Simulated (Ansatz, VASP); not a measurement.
MgO: VASP beside Ansatz

```
Mg O
1.0
     0.00000    2.10850    2.10850
     2.10850    0.00000    2.10850
     2.10850    2.10850    0.00000
Mg O
1 1
Direct
  0.00000 0.00000 0.00000
  0.50000 0.50000 0.50000
```

Alike in both runs: task single point; functional PBE; k mesh 4 × 4 × 4; no spin polarisation.

```csv
,VASP,Ansatz
version,VASP 6.6.1,Ansatz 0.2.0
potentials or method,"VASP PAW PBE potentials, release 64 (Mg, O), cutoff 520 eV","plane waves, PAW"
occupations,"gaussian, width 0.01 eV",fixed
valence electrons in the cell,8,16
```

|  | VASP | Ansatz | Ansatz less VASP |
| --- | --- | --- | --- |
| gap on the k mesh at the Fermi level (eV) | 4.68 | 4.70 | +0.017 |

VASP's potentials hold 8 valence electrons a cell and Ansatz's 16, so a difference there can come from the potentials and not from the codes.

The k mesh is coarse, so the values compare programs but aren't converged.
